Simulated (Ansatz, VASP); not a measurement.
# One calculation of Hg, two programs

The input INCAR:

```
PREC     = Accurate       # precision mode
ENCUT    = 520            # plane-wave cutoff, eV
EDIFF    = 1E-8           # SCF threshold, eV
ISMEAR   = -1             # smearing method
SIGMA    = 0.05           # smearing width, eV
LREAL    = F              # projectors in reciprocal space
LASPH    = T              # aspherical terms in the spheres
NELM     = 80             # most SCF steps
ALGO     = Normal         # electronic algorithm
ISIF     = 2              # what is computed and relaxed
LWAVE    = F              # write WAVECAR
LCHARG   = F              # write CHGCAR
GGA      = PS             # functional
LEFG     = T            
NBANDS   = 25             # bands
```

File KPOINTS:

```
regular mesh
0
Gamma
  8 8 9
```

File POSCAR:

```
Hg
1.0
    4.5400020208      0.0000000000      0.0000000000
   -2.2700010104      3.9317570832      0.0000000000
    0.0000000000      0.0000000000      3.9474000000
Hg
3
Direct
    0.3333333333      0.6666666667      0.5000000000
    0.0000000000      0.0000000000      0.0000000000
    0.6666666667      0.3333333333      0.5000000000
```

Input for Ansatz:

```yaml
crystal:
  lattice:
    - [4.5400020208, 0.0, 0.0]
    - [-2.2700010104, 3.9317570832, 0.0]
    - [0.0, 0.0, 3.9474]
  atoms:
    - { symbol: Hg, position: [0.3333333333, 0.6666666667, 0.5] }
    - { symbol: Hg, position: [0.0, 0.0, 0.0] }
    - { symbol: Hg, position: [0.6666666667, 0.3333333333, 0.5] }
kpoints:
  mp_grid: { grid: [8, 8, 9] }
scf:
  occupations: { method: fermi_dirac, width: 0.05 }
hamiltonian:
  xc: pbesol
  pseudopotentials: { kind: all_electron, datasets: crystal }
output:
  forces: true
  stress: true
  eigenvalues: true
  efg: { contact_densities: true }
```

Change from the starting cell: zz strain of +2 %, crystal datasets.

Alike in both runs: task electric field gradients; functional PBEsol; k mesh 8 × 8 × 9; occupations fermi-dirac, width 0.05 eV; no spin polarisation.

|  | VASP | Ansatz |
| --- | --- | --- |
| version | VASP 6.6.1 | Ansatz 0.2.0 |
| potentials or method | VASP PAW PBE potentials, release 64 (Hg), cutoff 520 eV | all-electron PAW with datasets made for the crystal, scalar-relativistic |

```tsv
	VASP	Ansatz	Ansatz less VASP
pressure (GPa)	7.9	7.1	-0.79
traceless stress, the component that is largest in VASP (GPa)	-8.75	-8.19	+0.559
size of Vzz on the site where it differs most (V/Å²)	337.1	254.9	-82.23
```

VASP's potentials were made for PBE, not for PBEsol. Ansatz ran all-electron here, and VASP with PAW potentials.

Spin-orbit coupling is off throughout.
